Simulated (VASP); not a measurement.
# TlCl (Pm-3m) in VASP: a series of runs, part 2 of 2

VASP 6.6.1. The steps go on from the part before.

## 3. Single point, PBEsol

This run uses another cell than the first one, of 21.95 Å³/atom.

INCAR

```
SYSTEM = TlCl
  PREC = Accurate
  ENCUT = 500
  EDIFF = 1E-6
  ISMEAR = 0
  SIGMA = 0.01
  LREAL = .FALSE.
  LASPH = .TRUE.
  NELM = 120
  ALGO = Normal
  ISIF = 2
  LWAVE = .FALSE.
  LCHARG = .FALSE.
  GGA = PS
  NBANDS = 17
  GGA_COMPAT = .FALSE.
```

KPOINTS

```
regular mesh
0
G
  6 6 6
  0 0 0
```

POSCAR

```
TlCl
1.0
    3.5278238638      0.0000000000      0.0000000000
    0.0000000000      3.5278238638      0.0000000000
    0.0000000000      0.0000000000      3.5278238638
Tl Cl
1 1
Direct
    0.0000000000      0.0000000000      0.0000000000
    0.5000000000      0.5000000000      0.5000000000
```

Potentials or basis: VASP PAW PBE potentials, release 64 (Tl_d, Cl).

Launch:

```console
> cat potpaw_PBE.64/Tl_d/POTCAR potpaw_PBE.64/Cl/POTCAR > POTCAR
> mpirun -np 1 vasp_std > vasp.out
```

OUTCAR:

```text
SYSTEM = TlCl
   PREC = Accurate
   ENCUT = 500
   EDIFF = 1E-6
   ISMEAR = 0
   LREAL = .FALSE.
   LASPH = .TRUE.
   NELM = 120
   ISIF = 2
   GGA = PS

 ion  position               nearest neighbor table
   1  0.000  0.000  0.000-   2 3.06   2 3.06   2 3.06   2 3.06   2 3.06   2 3.06   2 3.06   2 3.06

   2  0.500  0.500  0.500-   1 3.06   1 3.06   1 3.06   1 3.06   1 3.06   1 3.06   1 3.06   1 3.06

  LATTYP: Found a simple cubic cell.
 ALAT       =     3.5278238638

  Lattice vectors:

 A1 = (   3.5278238638,   0.0000000000,   0.0000000000)
 A2 = (   0.0000000000,   3.5278238638,   0.0000000000)
 A3 = (   0.0000000000,   0.0000000000,   3.5278238638)

Analysis of symmetry for initial positions (statically):
=====================================================================
 Subroutine PRICEL returns:
 Original cell was already a primitive cell.

 Routine SETGRP: Setting up the symmetry group for a
 simple cubic supercell.

 Subroutine GETGRP returns: Found 48 space group operations
 (whereof 48 operations were pure point group operations)
 out of a pool of 48 trial point group operations.

The static configuration has the point symmetry O_h .

Analysis of symmetry for dynamics (positions and initial velocities):
=====================================================================
 Subroutine PRICEL returns:
 Original cell was already a primitive cell.

 Routine SETGRP: Setting up the symmetry group for a
 simple cubic supercell.

 Subroutine GETGRP returns: Found 48 space group operations
 (whereof 48 operations were pure point group operations)
 out of a pool of 48 trial point group operations.

The dynamic configuration has the point symmetry O_h .

 Subroutine INISYM returns: Found 48 space group operations
 (whereof 48 operations are pure point group operations),
 and found     1 'primitive' translations

----------------------------------------------------------------------------------------
[... 106 lines left out ...]
   IMIX   =      4    mixing-type and parameters
     AMIX     =   0.40;   BMIX     =  1.00
     AMIX_MAG =   1.60;   BMIX_MAG =  1.00
  volume/ion in A,a.u.               =      21.95       148.15
  Fermi-wavevector in a.u.,A,eV,Ry     =   1.259635  2.380364 21.588085  1.586679
  Thomas-Fermi vector in A             =   2.393185
   LORBIT       =      0    0 simple, 1 ext, 2 COOP (PROOUT), +10 PAW based schemes
   GGA     = PS    functional components
   LHFCALC =     F    Hartree Fock is set to
   AEXX    =    0.0000 exact exchange contribution
   IVDW    =     0    specifies the selected vdW correction
   LEPSILON=     F    determine dielectric tensor
   LRPA    =     F    only Hartree local field effects (RPA)
 non-spin polarized calculation
 Gauss-broadening in eV      SIGMA  =   0.01
  energy-cutoff  :      500.00
  volume of cell :       43.91
 maximum number of plane-waves:      1141
 NGX is ok and might be reduce to    28
   NGX = 13   NGY = 13   NGZ = 13

 number of electron      20.0000004 magnetization

 Free energy of the ion-electron system (eV)
  ---------------------------------------------------
  ext. energy  EPLUGINS =         0.00000000
  ---------------------------------------------------
  free energy    TOTEN  =        -6.22190598 eV

  energy without entropy =       -6.22190598  energy(sigma->0) =       -6.22190598

 E-fermi :   5.9959     XC(G=0): -10.6324

 val. band max:        5.9457841331   @ k =   0.5000   0.0000   0.0000
 cond. band min:       7.0606402208   @ k =   0.5000   0.5000   0.5000
 fundamental gap:      1.1148560877
 Fermi energy:         5.9958881302

 k-point     1 :       0.0000    0.0000    0.0000
  band No.  band energies     occupation
      1      -9.8059      2.00000
      2      -4.8663      2.00000
      3      -4.8663      2.00000
      4      -4.3681      2.00000
      5      -4.3681      2.00000
      6      -4.3681      2.00000
[... 377 lines left out ...]
      4      -4.8520      2.00000
      5      -4.1973      2.00000
      6      -4.1973      2.00000
[... 9 lines left out ...]
     16      20.0255      0.00000
     17      23.1890      0.00000

------------------------ aborting loop because EDIFF is reached ----------------------------------------

  FORCE on cell =-STRESS in cart. coord.  units (eV):
  Direction    XX          YY          ZZ          XY          YZ          ZX
  --------------------------------------------------------------------------------------
  -------------------------------------------------------------------------------------
  Total        2.7164737      2.7164737      2.7164737     -0.0000000     -0.0000000      0.0000000
  in kB       99.1277843     99.1277843     99.1277843     -0.0000000     -0.0000000      0.0000000
  external PRESSURE =      99.1277843 kB  Pullay stress =       0.0000000 kB

 VOLUME and BASIS-vectors are now :
 -----------------------------------------------------------------------------
  energy-cutoff  :      500.00
  volume of cell :       43.91
      direct lattice vectors                 reciprocal lattice vectors
     3.527823864  0.000000000  0.000000000     0.283460864  0.000000000  0.000000000
     0.000000000  3.527823864  0.000000000     0.000000000  0.283460864  0.000000000
     0.000000000  0.000000000  3.527823864     0.000000000  0.000000000  0.283460864

 POSITION                                       TOTAL-FORCE (eV/Angst)
 -----------------------------------------------------------------------------------
      0.00000      0.00000      0.00000         0.000000      0.000000      0.000000
      1.76391      1.76391      1.76391         0.000000      0.000000      0.000000
 -----------------------------------------------------------------------------------
    total drift:                               -0.000000      0.000000      0.000000

  FREE ENERGIE OF THE ION-ELECTRON SYSTEM (eV)
  ---------------------------------------------------
  free  energy   TOTEN  =        -6.2219059829 eV

  energy  without entropy=       -6.2219059829  energy(sigma->0) =       -6.22190598
```

OSZICAR:

```text
N       E                     dE             d eps       ncg     rms          rms(c)
DAV:   1     0.100559312424E+03    0.10056E+03   -0.10191E+04   704   0.103E+03
DAV:   2    -0.320198769990E+01   -0.10376E+03   -0.99260E+02   844   0.243E+02
DAV:   3    -0.640378508591E+01   -0.32018E+01   -0.31942E+01   797   0.387E+01
DAV:   4    -0.642586235055E+01   -0.22077E-01   -0.22075E-01   893   0.371E+00
DAV:   5    -0.642611729467E+01   -0.25494E-03   -0.25494E-03   817   0.376E-01    0.594E+00
DAV:   6    -0.623524264229E+01    0.19087E+00   -0.34253E-01   741   0.384E+00    0.361E+00
DAV:   7    -0.622317297789E+01    0.12070E-01   -0.71404E-02   831   0.158E+00    0.162E+00
DAV:   8    -0.622202422144E+01    0.11488E-02   -0.98757E-03   746   0.723E-01    0.183E-01
DAV:   9    -0.622188337676E+01    0.14084E-03   -0.44003E-04   801   0.155E-01    0.548E-02
DAV:  10    -0.622190336263E+01   -0.19986E-04   -0.11319E-04   770   0.645E-02    0.168E-02
DAV:  11    -0.622190588030E+01   -0.25177E-05   -0.96567E-06   812   0.240E-02    0.784E-03
DAV:  12    -0.622190598287E+01   -0.10257E-06   -0.47142E-07   448   0.539E-03
   1 F= -.62219060E+01 E0= -.62219060E+01  d E =-.980659E-15
```

Wall time 22 s (1 thread of Intel Xeon Platinum 8259CL at 2.50GHz (Skylake/Cascade Lake), shared host); peak memory 0.16 GiB.

Results:

```yaml
Free_energy: -6.2219 eV
Pressure: 9.9 GPa
Band_gap_on_the_k_mesh: 1.11 eV (least direct gap 1.17 eV)
```

Levels at points of the mesh, in eV from the valence-band top:
```csv
k point,band 8,band 9,band 10,band 11,band 12,band 13
"(0.00, 0.00, 0.00)",-2.97,-2.97,-2.97,6.79,6.79,8.65
"(0.50, 0.00, 0.00)",-2.19,-2.19,0.00,1.17,6.18,6.18
"(0.50, 0.50, 0.00)",-5.17,-4.13,-2.22,4.90,4.90,7.95
"(0.50, 0.50, 0.50)",-3.47,-3.47,-2.09,1.11,1.11,1.11
```

Caveat: the cell stands under pressure; the PAW data sets were made with another functional, which shifts forces and pressure a little; spin-orbit coupling is left out, which moves the levels of the heavy elements. A k mesh can miss the band edges.

## 4. Single point, PBEsol

This run uses another cell than the first one, of 22.92 Å³/atom.

INCAR

```
ALGO = Normal
EDIFF = 1E-6
ENCUT = 500
GGA = PS
GGA_COMPAT = False
ISIF = 2
ISMEAR = 0
LASPH = True
LCHARG = True
LELF = True
LREAL = False
LVHAR = True
LWAVE = False
NBANDS = 17
NELM = 120
PREC = Accurate
SIGMA = 0.01
```

KPOINTS

```
k-points
0
Gamma
  6 6 6
```

POSCAR

```
TlCl
1.0
    3.5791043866      0.0000000000      0.0000000000
    0.0000000000      3.5791043866      0.0000000000
    0.0000000000      0.0000000000      3.5791043866
Tl Cl
1 1
Direct
    0.0000000000      0.0000000000      0.0000000000
    0.5000000000      0.5000000000      0.5000000000
```

Potentials or basis: VASP PAW PBE potentials, release 64 (Tl_d, Cl).

Launch:

```console
> cat potpaw_PBE.64/Tl_d/POTCAR potpaw_PBE.64/Cl/POTCAR > POTCAR
> mpirun -np 1 vasp_std > vasp.out
```

OUTCAR:

```text
EDIFF = 1E-6
   ENCUT = 500
   GGA = PS
   ISIF = 2
   ISMEAR = 0
   LASPH = True
   LREAL = False
   NELM = 120
   PREC = Accurate

 ion  position               nearest neighbor table
   1  0.000  0.000  0.000-   2 3.10   2 3.10   2 3.10   2 3.10   2 3.10   2 3.10   2 3.10   2 3.10

   2  0.500  0.500  0.500-   1 3.10   1 3.10   1 3.10   1 3.10   1 3.10   1 3.10   1 3.10   1 3.10

  LATTYP: Found a simple cubic cell.
 ALAT       =     3.5791043866

  Lattice vectors:

 A1 = (   3.5791043866,   0.0000000000,   0.0000000000)
 A2 = (   0.0000000000,   3.5791043866,   0.0000000000)
 A3 = (   0.0000000000,   0.0000000000,   3.5791043866)

Analysis of symmetry for initial positions (statically):
=====================================================================
 Subroutine PRICEL returns:
 Original cell was already a primitive cell.

 Routine SETGRP: Setting up the symmetry group for a
 simple cubic supercell.

 Subroutine GETGRP returns: Found 48 space group operations
 (whereof 48 operations were pure point group operations)
 out of a pool of 48 trial point group operations.

The static configuration has the point symmetry O_h .
[... 154 lines left out ...]

  energy without entropy =       -6.32442592  energy(sigma->0) =       -6.32442592

 E-fermi :   5.3343     XC(G=0): -10.4071

 val. band max:        5.2879350076   @ k =   0.5000   0.0000   0.0000
 cond. band min:       6.6053281770   @ k =   0.5000   0.0000   0.0000
 fundamental gap:      1.3173931694
 Fermi energy:         5.3343251178

 k-point     1 :       0.0000    0.0000    0.0000
  band No.  band energies     occupation
      1     -10.0581      2.00000
      2      -5.3118      2.00000
      3      -5.3118      2.00000
      4      -4.8689      2.00000
      5      -4.8689      2.00000
      6      -4.8689      2.00000
[... 377 lines left out ...]
      4      -5.2813      2.00000
      5      -4.7197      2.00000
      6      -4.7197      2.00000
[... 9 lines left out ...]
     16      19.1083      0.00000
     17      22.5184      0.00000

------------------------ aborting loop because EDIFF is reached ----------------------------------------

  FORCE on cell =-STRESS in cart. coord.  units (eV):
  Direction    XX          YY          ZZ          XY          YZ          ZX
  --------------------------------------------------------------------------------------
  -------------------------------------------------------------------------------------
  Total        1.9796862      1.9796862      1.9796862      0.0000000      0.0000000     -0.0000000
  in kB       69.1805246     69.1805246     69.1805246      0.0000000      0.0000000     -0.0000000
  external PRESSURE =      69.1805246 kB  Pullay stress =       0.0000000 kB

 VOLUME and BASIS-vectors are now :
 -----------------------------------------------------------------------------
  energy-cutoff  :      500.00
  volume of cell :       45.85
      direct lattice vectors                 reciprocal lattice vectors
     3.579104387  0.000000000  0.000000000     0.279399507  0.000000000  0.000000000
     0.000000000  3.579104387  0.000000000     0.000000000  0.279399507  0.000000000
     0.000000000  0.000000000  3.579104387     0.000000000  0.000000000  0.279399507

 POSITION                                       TOTAL-FORCE (eV/Angst)
 -----------------------------------------------------------------------------------
      0.00000      0.00000      0.00000         0.000000      0.000000      0.000000
      1.78955      1.78955      1.78955         0.000000      0.000000      0.000000
 -----------------------------------------------------------------------------------
    total drift:                               -0.000000      0.000000      0.000000

  FREE ENERGIE OF THE ION-ELECTRON SYSTEM (eV)
  ---------------------------------------------------
  free  energy   TOTEN  =        -6.3244259157 eV

  energy  without entropy=       -6.3244259157  energy(sigma->0) =       -6.32442592
```

OSZICAR:

```text
N       E                     dE             d eps       ncg     rms          rms(c)
DAV:   1     0.100892775528E+03    0.10089E+03   -0.10158E+04   688   0.104E+03
DAV:   2    -0.311609889684E+01   -0.10401E+03   -0.99745E+02   854   0.240E+02
DAV:   3    -0.652185814209E+01   -0.34058E+01   -0.33979E+01   808   0.387E+01
DAV:   4    -0.654490082452E+01   -0.23043E-01   -0.23040E-01   890   0.365E+00
DAV:   5    -0.654519076130E+01   -0.28994E-03   -0.28993E-03   849   0.381E-01    0.524E+00
DAV:   6    -0.633918149616E+01    0.20601E+00   -0.37173E-01   727   0.384E+00    0.319E+00
DAV:   7    -0.632582216480E+01    0.13359E-01   -0.72524E-02   789   0.154E+00    0.153E+00
DAV:   8    -0.632457414080E+01    0.12480E-02   -0.10345E-02   751   0.728E-01    0.208E-01
DAV:   9    -0.632439515619E+01    0.17898E-03   -0.51604E-04   787   0.157E-01    0.675E-02
DAV:  10    -0.632442618988E+01   -0.31034E-04   -0.14351E-04   752   0.697E-02    0.148E-02
DAV:  11    -0.632442591373E+01    0.27615E-06   -0.12254E-05   814   0.264E-02    0.105E-02
DAV:  12    -0.632442591573E+01   -0.19977E-08   -0.55290E-07   437   0.563E-03
   1 F= -.63244259E+01 E0= -.63244259E+01  d E =-.353095E-13
```

stdout:

```text
POSCAR found type information on POSCAR TlCl
 POSCAR found :  2 types and       2 ions
 scaLAPACK will be used
 -----------------------------------------------------------------------------
|                                                                             |
|                                                                             |
|     You enforced a specific xc type in the INCAR file but a different       |
|     I HOPE YOU KNOW WHAT YOU ARE DOING!                                     |
|                                                                             |
 -----------------------------------------------------------------------------

 LDA part: xc-table for (Slater+PW92), standard interpolation
 POSCAR, INCAR and KPOINTS ok, starting setup
 FFT: planning ... GRIDC
 FFT: planning ... GRID_SOFT
 FFT: planning ... GRID
 WAVECAR not read
 entering main loop
```

It took 24 s on 1 thread of Intel Xeon Platinum 8259CL at 2.50GHz (Skylake/Cascade Lake), shared host; peak memory 0.15 GiB.

What came out:

```
Free energy            : -6.3244 eV
Pressure               : 6.9 GPa
Band gap on the k mesh : 1.32 eV
```

Caveat: the cell stands under pressure; the PAW data sets were made with another functional, which shifts forces and pressure a little; spin-orbit coupling is left out, which moves the levels of the heavy elements. A k mesh can miss the band edges.

## 5. Single point, PBEsol

This run uses another cell than the first one, of 24.18 Å³/atom.

INCAR

```
  PREC = Accurate
  ENCUT = 500
  EDIFF = 1E-6
  ISMEAR = 0
  SIGMA = 0.01
  LREAL = F
  LASPH = T
  NELM = 120
  ALGO = Normal
  ISIF = 2
  LWAVE = F
  LCHARG = F
  GGA = PS
  NBANDS = 17
  GGA_COMPAT = F
```

KPOINTS

```
Automatic mesh
0
Gamma
  6 6 6
```

POSCAR

```
TlCl
1.0
    3.6434626035      0.0000000000      0.0000000000
    0.0000000000      3.6434626035      0.0000000000
    0.0000000000      0.0000000000      3.6434626035
Tl Cl
1 1
Direct
    0.0000000000      0.0000000000      0.0000000000
    0.5000000000      0.5000000000      0.5000000000
```

Launch:

```console
> cat potpaw_PBE.64/Tl_d/POTCAR potpaw_PBE.64/Cl/POTCAR > POTCAR
> mpirun -np 1 vasp_std > vasp.out
```

Run time: 24 s. Hardware: 1 thread of Intel Xeon Platinum 8259CL at 2.50GHz (Skylake/Cascade Lake), shared host; peak memory 0.15 GiB.

The run converged. Its results:

```yaml
Free_energy: -6.4099 eV
Pressure: 3.9 GPa
Band_gap_on_the_k_mesh: 1.49 eV
```

Levels at points of the mesh, in eV from the valence-band top:
| k point | band 6 | band 7 | band 8 | band 9 | band 10 | band 11 | band 12 | band 13 | band 14 | band 15 |
| --- | --- | --- | --- | --- | --- | --- | --- | --- | --- | --- |
| (0.00, 0.00, 0.00) | -9.99 | -5.07 | -2.36 | -2.36 | -2.36 | 7.19 | 7.19 | 8.30 | 8.30 | 8.30 |
| (0.50, 0.00, 0.00) | -9.97 | -6.62 | -1.73 | -1.73 | 0.00 | 1.49 | 6.37 | 6.37 | 7.90 | 11.64 |
| (0.50, 0.50, 0.00) | -9.87 | -4.26 | -4.26 | -3.79 | -1.72 | 4.89 | 4.89 | 8.12 | 9.02 | 11.21 |
| (0.50, 0.50, 0.50) | -9.86 | -2.88 | -2.88 | -2.88 | -2.10 | 1.69 | 1.69 | 1.69 | 13.51 | 13.51 |

Caveat: the cell stands under pressure; the PAW data sets were made with another functional, which shifts forces and pressure a little; spin-orbit coupling is left out, which moves the levels of the heavy elements. A k mesh can miss the band edges.

## 6. Single point, PBEsol

This run uses another cell than the first one, of 25.26 Å³/atom.

INCAR

```
SYSTEM = TlCl
PREC     = Accurate       ! precision mode
ENCUT    = 500            ! plane-wave cutoff, eV
EDIFF    = 1E-6           ! SCF threshold, eV
ISMEAR   = 0              ! smearing method
SIGMA    = 0.01           ! smearing width, eV
LREAL    = .False.        ! projectors in reciprocal space
LASPH    = .True.         ! aspherical terms in the spheres
NELM     = 120            ! most SCF steps
ALGO     = Normal         ! electronic algorithm
ISIF     = 2              ! what is computed and relaxed
LWAVE    = .False.        ! write WAVECAR
LCHARG   = .False.        ! write CHGCAR
GGA      = PS             ! functional
NBANDS   = 17             ! bands
GGA_COMPAT= .False.
```

KPOINTS

```
regular mesh
0
Gamma
  6 6 6
  0 0 0
```

POSCAR

```
TlCl
1.0
    3.6967809909      0.0000000000      0.0000000000
    0.0000000000      3.6967809909      0.0000000000
    0.0000000000      0.0000000000      3.6967809909
Tl Cl
1 1
Direct
    0.0000000000      0.0000000000      0.0000000000
    0.5000000000      0.5000000000      0.5000000000
```

Potentials or basis: VASP PAW PBE potentials, release 64 (Tl_d, Cl).

Launch:

```console
> cat potpaw_PBE.64/Tl_d/POTCAR potpaw_PBE.64/Cl/POTCAR > POTCAR
> mpirun -np 1 vasp_std > vasp.out
```

Wall time 24 s (1 thread of Intel Xeon Platinum 8259CL at 2.50GHz (Skylake/Cascade Lake), shared host); peak memory 0.15 GiB.

Results (log left out):

| Quantity | Value |
| --- | --- |
| Free energy | -6.4502 eV |
| Pressure | 2.0 GPa |
| Band gap on the k mesh | 1.63 eV |

Levels at points of the mesh, in eV from the valence-band top:
```
           k point  band 7  band 8  band 9  band 10  band 11  band 12  band 13  band 14
(0.00, 0.00, 0.00)   -4.94   -2.11   -2.11    -2.11     7.34     7.34     8.14     8.14
(0.50, 0.00, 0.00)   -6.28   -1.54   -1.54     0.00     1.63     6.42     6.42     8.13
(0.50, 0.50, 0.00)   -3.89   -3.89   -3.67    -1.51     4.87     4.87     8.17     8.85
(0.50, 0.50, 0.50)   -2.63   -2.63   -2.63    -2.12     1.92     1.92     1.92    13.26
```

Caveat: the PAW data sets were made with another functional, which shifts forces and pressure a little; spin-orbit coupling is left out, which moves the levels of the heavy elements. A k mesh can miss the band edges.

## 7. The runs side by side

| cell | gap on the mesh (eV) | pressure (GPa) |
| --- | --- | --- |
| a = 3.460 Å, 2 atoms | 0.72 | 14.9 |
| a = 3.528 Å, 2 atoms | 1.11 | 9.9 |
| a = 3.579 Å, 2 atoms | 1.32 | 6.9 |
| a = 3.643 Å, 2 atoms | 1.49 | 3.9 |
| a = 3.697 Å, 2 atoms | 1.63 | 2.0 |

Alike in all rows: task single point; level PBEsol; potentials or basis VASP PAW PBE potentials, release 64 (Tl_d, Cl); no spin polarisation; k mesh 6 × 6 × 6; cutoff (eV) 500; smearing gaussian 0.01 eV.

Caveats: the PAW data sets were made with another functional, which shifts forces and pressure a little; spin-orbit coupling is left out, which moves the levels of the heavy elements; the cell stands under pressure (at least some runs).

Total energies depend on the potentials used, so only differences within one code and one set of settings carry meaning.
